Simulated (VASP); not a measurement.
# WAu (F-43m) in VASP: a series of runs

The runs below take WAu through single point, with PBE.

Program: VASP 6.6.1. These are calculated values, not measurements. Logs are shortened: lines on timing, memory, paths and dates and some standing lists are left out, and cuts for length are marked.

### Step 1. The cell of the first run

The structure is cubic, space group F-43m (No. 216). The conventional cell has a = 5.496 Å, b = 5.496 Å, c = 5.496 Å, α = 90.00°, β = 90.00°, γ = 90.00°. W (site symmetry -43m) has 4 Au at 2.38 Å within 3.1 Å. Au (site symmetry -43m) has 4 W at 2.38 Å within 3.1 Å.

### Step 2. Single point, PBE

Contents of INCAR:

```
  ALGO = Normal
  EDIFF = 1E-6
  ENCUT = 520
  GGA = PE
  ISIF = 2
  ISMEAR = 0
  LASPH = True
  LCHARG = True
  LELF = True
  LREAL = False
  LVHAR = True
  LWAVE = False
  NBANDS = 20
  NELM = 60
  PREC = Accurate
  SIGMA = 0.016
```

Contents of KPOINTS:

```
k-points
0
Gamma
  8 8 8
```

Contents of POSCAR:

```
WAu
1.0
    0.0000000000      2.7479792600      2.7479792600
    2.7479792600      0.0000000000      2.7479792600
    2.7479792600      2.7479792600      0.0000000000
W Au
1 1
Direct
    0.0000000000      0.0000000000      0.0000000000
    0.7500000000      0.7500000000      0.7500000000
```

Potentials or basis: VASP PAW PBE potentials, release 64 (W_sv, Au).

Launch:

```bash
cat potpaw_PBE.64/W_sv/POTCAR potpaw_PBE.64/Au/POTCAR > POTCAR
mpirun -np 1 vasp_std > vasp.out
```

OUTCAR:

```text
EDIFF = 1E-6
   ENCUT = 520
   GGA = PE
   ISIF = 2
   ISMEAR = 0
   LASPH = True
   LREAL = False
   NELM = 60
   PREC = Accurate

 ion  position               nearest neighbor table
   1  0.000  0.000  0.000-   2 2.38   2 2.38   2 2.38   2 2.38
   2  0.750  0.750  0.750-   1 2.38   1 2.38   1 2.38   1 2.38

  LATTYP: Found a face centered cubic cell.
 ALAT       =     5.4959585200

  Lattice vectors:

 A1 = (   0.0000000000,   2.7479792600,   2.7479792600)
 A2 = (   2.7479792600,   0.0000000000,   2.7479792600)
 A3 = (   2.7479792600,   2.7479792600,   0.0000000000)

Analysis of symmetry for initial positions (statically):
=====================================================================
 Subroutine PRICEL returns:
 Original cell was already a primitive cell.

 Routine SETGRP: Setting up the symmetry group for a
 face centered cubic supercell.

 Subroutine GETGRP returns: Found 24 space group operations
 (whereof 24 operations were pure point group operations)
 out of a pool of 48 trial point group operations.

The static configuration has the point symmetry T_d .

Analysis of symmetry for dynamics (positions and initial velocities):
=====================================================================
 Subroutine PRICEL returns:
 Original cell was already a primitive cell.

 Routine SETGRP: Setting up the symmetry group for a
 face centered cubic supercell.

 Subroutine GETGRP returns: Found 24 space group operations
 (whereof 24 operations were pure point group operations)
 out of a pool of 48 trial point group operations.

The dynamic configuration has the point symmetry T_d .

 Subroutine INISYM returns: Found 24 space group operations
 (whereof 24 operations are pure point group operations),
 and found     1 'primitive' translations

----------------------------------------------------------------------------------------

                                     Primitive cell

  volume of cell :      41.5021

  direct lattice vectors                    reciprocal lattice vectors
     0.000000000  2.747979260  2.747979260    -0.181951883  0.181951883  0.181951883
     2.747979260  0.000000000  2.747979260     0.181951883 -0.181951883  0.181951883
     2.747979260  2.747979260  0.000000000     0.181951883  0.181951883 -0.181951883

  length of vectors
     3.886229539  3.886229539  3.886229539     0.315149905  0.315149905  0.315149905

  position of ions in fractional coordinates (direct lattice)
     0.000000000  0.000000000  0.000000000
     0.750000000  0.750000000  0.750000000

  ion indices of the primitive-cell ions
   primitive index   ion index
                 1           1
                 2           2

----------------------------------------------------------------------------------------

 KPOINTS: k-points

Automatic generation of k-mesh.
 Grid dimensions read from file:
 generate k-points for:    8    8    8

 Generating k-lattice:

  Cartesian coordinates                     Fractional coordinates (reciprocal lattice)
    -0.022743985  0.022743985  0.022743985     0.125000000  0.000000000  0.000000000
     0.022743985 -0.022743985  0.022743985     0.000000000  0.125000000  0.000000000
     0.022743985  0.022743985 -0.022743985     0.000000000  0.000000000  0.125000000

  Length of vectors
     0.039393738  0.039393738  0.039393738

  Shift w.r.t. Gamma in fractional coordinates (k-lattice)
     0.000000000  0.000000000  0.000000000

 Subroutine IBZKPT returns following result:
 ===========================================

 Found     29 irreducible k-points:

 Following reciprocal coordinates:
            Coordinates               Weight
  0.000000  0.000000  0.000000      1.000000
  0.125000  0.000000  0.000000      8.000000
  0.250000  0.000000  0.000000      8.000000
  0.375000  0.000000  0.000000      8.000000
  0.500000  0.000000  0.000000      4.000000
  0.125000  0.125000  0.000000      6.000000
[... 16 lines left out ...]
  0.500000  0.250000  0.125000     48.000000
 -0.375000  0.250000  0.125000     24.000000
 [... further k-points ...]
   k-points           NKPTS =     29   k-points in BZ     NKDIM =     29   number of bands    NBANDS=     20
   number of dos      NEDOS =    301   number of ions     NIONS =      2
   total plane-waves  NPLWV =  27000
   dimension x,y,z NGX =    30 NGY =   30 NGZ =   30
   dimension x,y,z NGXF=    60 NGYF=   60 NGZF=   60
   ions per type =               1   1
   NGX,Y,Z   is equivalent  to a cutoff of  12.83, 12.83, 12.83 a.u.
   NGXF,Y,Z  is equivalent  to a cutoff of  25.67, 25.67, 25.67 a.u.
 SYSTEM =  unknown system
   PREC   = accura    normal or accurate (medium, high low for compatibility)
   ISTART =      0    job   : 0-new  1-cont  2-samecut
   ICHARG =      2    charge: 1-file 2-atom 10-const
   ISPIN  =      1    spin polarized calculation?
   LNONCOLLINEAR =      F non collinear calculations
   LSORBIT =      F    spin-orbit coupling
   LASPH  =      T    aspherical Exc in radial PAW
   ENCUT  =  520.0 eV  38.22 Ry    6.18 a.u.   7.23  7.23  7.23*2*pi/ulx,y,z
   NELM   =     60;   NELMIN=  2; NELMDL= -5     # of ELM steps
   EDIFF  = 0.1E-05   stopping-criterion for ELM
   LREAL  =      F    real-space projection
   EDIFFG = 0.1E-04   stopping-criterion for IOM
   NSW    =      0    number of steps for IOM
   IBRION =     -1    ionic relax: 0-MD 1-quasi-New 2-CG
   NFREE  =      0    steps in history (QN), initial steepest desc. (CG)
   ISIF   =      2    stress and relaxation
   ISYM   =      2    0-nonsym 1-usesym 2-fastsym
   POTIM  = 0.5000    time-step for ionic-motion
   TEBEG  =    0.0;   TEEND  =   0.0 temperature during run
   PSTRESS=    0.0 pullay stress
   NELECT =      25.0000    total number of electrons
   NUPDOWN=      -1.0000    fix difference up-down
   EMIN   =  10.00;   EMAX   =-10.00  energy-range for DOS
   EFERMI =   0.00;   METHOD = LEGACY
   ISMEAR =     0;   SIGMA  =   0.02  broadening in eV -4-tet -1-fermi 0-gaus
   EFERMI_NEDOS =   21; number of points for ismear=-14 and -15
   IALGO  =     38    algorithm
   IMIX   =      4    mixing-type and parameters
     AMIX     =   0.40;   BMIX     =  1.00
     AMIX_MAG =   1.60;   BMIX_MAG =  1.00
  volume/ion in A,a.u.               =      20.75       140.04
  Fermi-wavevector in a.u.,A,eV,Ry     =   1.382605  2.612744 26.008842  1.911596
  Thomas-Fermi vector in A             =   2.507280
   LORBIT       =      0    0 simple, 1 ext, 2 COOP (PROOUT), +10 PAW based schemes
   GGA     = PE    functional components
   LHFCALC =     F    Hartree Fock is set to
   AEXX    =    0.0000 exact exchange contribution
   IVDW    =     0    specifies the selected vdW correction
   LEPSILON=     F    determine dielectric tensor
   LRPA    =     F    only Hartree local field effects (RPA)
 non-spin polarized calculation
 Gauss-broadening in eV      SIGMA  =   0.02
  energy-cutoff  :      520.00
  volume of cell :       41.50
 maximum number of plane-waves:      1139
 NGX is ok and might be reduce to    30
   NGX = 15   NGY = 15   NGZ = 15

 number of electron      25.0000000 magnetization

 Free energy of the ion-electron system (eV)
  ---------------------------------------------------
  ext. energy  EPLUGINS =         0.00000000
  ---------------------------------------------------
  free energy    TOTEN  =       -11.63495061 eV

  energy without entropy =      -11.63452347  energy(sigma->0) =      -11.63473704

 E-fermi :   7.5663     XC(G=0): -11.5417

 val. band max:        7.5411254759   @ k =   0.5000   0.2500   0.0000
 cond. band min:       7.5707591526   @ k =  -0.3750   0.2500   0.1250
 fundamental gap:      0.0296336767
 Fermi energy:         7.5662901476

 k-point     1 :       0.0000    0.0000    0.0000
  band No.  band energies     occupation
      1     -66.4360      2.00000
      2     -30.7431      2.00000
      3     -30.7431      2.00000
      4     -30.7431      2.00000
      5      -0.8949      2.00000
      6       0.9331      2.00000
[... 12 lines left out ...]
     19      19.3830      0.00000
     20      19.4533      0.00000

 k-point     2 :       0.1250    0.0000    0.0000
  band No.  band energies     occupation
      1     -66.4355      2.00000
      2     -30.7470      2.00000
      3     -30.7425      2.00000
      4     -30.7425      2.00000
      5      -0.6150      2.00000
      6       0.8406      2.00000
[... 12 lines left out ...]
     19      19.4933      0.00000
     20      19.6485      0.00000

 k-point     3 :       0.2500    0.0000    0.0000
  band No.  band energies     occupation
      1     -66.4344      2.00000
      2     -30.7562      2.00000
      3     -30.7411      2.00000
      4     -30.7411      2.00000
      5       0.0774      2.00000
      6       0.7952      2.00000
[... 12 lines left out ...]
     19      18.4764      0.00000
     20      20.3408      0.00000

 k-point     4 :       0.3750    0.0000    0.0000
  band No.  band energies     occupation
      1     -66.4334      2.00000
      2     -30.7653      2.00000
      3     -30.7397      2.00000
      4     -30.7397      2.00000
      5       0.5201      2.00000
      6       0.9076      2.00000
[... 12 lines left out ...]
     19      17.1897      0.00000
     20      21.6039      0.00000

 k-point     5 :       0.5000    0.0000    0.0000
  band No.  band energies     occupation
      1     -66.4329      2.00000
      2     -30.7691      2.00000
      3     -30.7391      2.00000
      4     -30.7391      2.00000
      5       0.5573      2.00000
      6       1.1033      2.00000
[... 12 lines left out ...]
     19      16.6850      0.00000
     20      22.0791      0.00000

 k-point     6 :       0.1250    0.1250    0.0000
  band No.  band energies     occupation
      1     -66.4354      2.00000
      2     -30.7487      2.00000
      3     -30.7421      2.00000
      4     -30.7421      2.00000
      5      -0.5155      2.00000
      6       0.6488      2.00000
[... 12 lines left out ...]
     19      18.4079      0.00000
     20      19.5781      0.00000

 k-point     7 :       0.2500    0.1250    0.0000
  band No.  band energies     occupation
      1     -66.4345      2.00000
      2     -30.7559      2.00000
      3     -30.7414      2.00000
      4     -30.7408      2.00000
      5       0.0617      2.00000
      6       0.5390      2.00000
[... 12 lines left out ...]
     19      17.9493      0.00000
     20      19.3517      0.00000
[... 277 lines left out ...]
 k-point    20 :      -0.3750    0.3750    0.0000
  band No.  band energies     occupation
      1     -66.4320      2.00000
      2     -30.7719      2.00000
      3     -30.7438      2.00000
      4     -30.7369      2.00000
      5       0.3015      2.00000
      6       0.6970      2.00000
[... 12 lines left out ...]
     19      18.4968      0.00000
     20      21.4480      0.00000

 k-point    21 :       0.5000    0.5000    0.0000
  band No.  band energies     occupation
      1     -66.4319      2.00000
      2     -30.7809      2.00000
      3     -30.7361      2.00000
      4     -30.7361      2.00000
      5       0.3837      2.00000
      6       0.6349      2.00000
[... 12 lines left out ...]
     19      18.0288      0.00000
     20      19.0033      0.00000

 k-point    22 :       0.3750    0.2500    0.1250
  band No.  band energies     occupation
      1     -66.4336      2.00000
      2     -30.7619      2.00000
      3     -30.7416      2.00000
      4     -30.7397      2.00000
      5       0.4074      2.00000
      6       0.6665      2.00000
[... 12 lines left out ...]
     19      18.2349      0.00000
     20      19.4311      0.00000

 k-point    23 :       0.5000    0.2500    0.1250
  band No.  band energies     occupation
      1     -66.4328      2.00000
      2     -30.7659      2.00000
      3     -30.7439      2.00000
      4     -30.7384      2.00000
      5       0.4963      2.00000
      6       0.6474      2.00000
[... 12 lines left out ...]
     19      18.2219      0.00000
     20      20.9013      0.00000

 k-point    24 :      -0.3750    0.2500    0.1250
  band No.  band energies     occupation
      1     -66.4324      2.00000
      2     -30.7671      2.00000
      3     -30.7452      2.00000
      4     -30.7378      2.00000
      5       0.4746      2.00000
      6       0.6815      2.00000
[... 12 lines left out ...]
     19      18.1649      0.00000
     20      22.0256      0.00000

 [... further k-points ...]

------------------------ aborting loop because EDIFF is reached ----------------------------------------

  FORCE on cell =-STRESS in cart. coord.  units (eV):
  Direction    XX          YY          ZZ          XY          YZ          ZX
  --------------------------------------------------------------------------------------
  -------------------------------------------------------------------------------------
  Total        8.5667561      8.5667561      8.5667561     -0.0000000     -0.0000000      0.0000000
  in kB      330.7170881    330.7170881    330.7170881     -0.0000000     -0.0000000      0.0000000
  external PRESSURE =     330.7170881 kB  Pullay stress =       0.0000000 kB

 VOLUME and BASIS-vectors are now :
 -----------------------------------------------------------------------------
  energy-cutoff  :      520.00
  volume of cell :       41.50
      direct lattice vectors                 reciprocal lattice vectors
     0.000000000  2.747979260  2.747979260    -0.181951883  0.181951883  0.181951883
     2.747979260  0.000000000  2.747979260     0.181951883 -0.181951883  0.181951883
     2.747979260  2.747979260  0.000000000     0.181951883  0.181951883 -0.181951883

 POSITION                                       TOTAL-FORCE (eV/Angst)
 -----------------------------------------------------------------------------------
      0.00000      0.00000      0.00000        -0.000000     -0.000000     -0.000000
      4.12197      4.12197      4.12197         0.000000      0.000000      0.000000
 -----------------------------------------------------------------------------------
    total drift:                                0.000001      0.000001      0.000001

  FREE ENERGIE OF THE ION-ELECTRON SYSTEM (eV)
  ---------------------------------------------------
  free  energy   TOTEN  =       -11.6349506096 eV

  energy  without entropy=      -11.6345234731  energy(sigma->0) =      -11.63473704
```

Run time: 37 s. Hardware: 1 thread of Intel Xeon 8259CL, shared host; peak memory 0.18 GiB.

Results:

| Item | Value |
| --- | --- |
| Free energy | -11.6350 eV |
| Pressure | 33.1 GPa |

Levels at points of the mesh, in eV from the Fermi level:
```csv
k point,band 9,band 10,band 11,band 12,band 13,band 14,band 15,band 16,band 17,band 18
"(0.00, 0.00, 0.00)",-6.29,-6.29,-0.82,-0.82,-0.82,2.17,2.17,9.24,11.82,11.82
"(0.50, 0.00, 0.00)",-6.37,-5.55,-2.17,-0.18,-0.18,1.86,1.86,2.65,8.89,9.12
"(0.50, 0.50, 0.00)",-5.66,-4.19,-3.16,0.42,1.51,2.02,2.02,3.71,3.77,3.77
```

Caveat: spin-orbit coupling is left out, which moves the levels of the heavy elements.

(Part 1 of 2 ends here.)
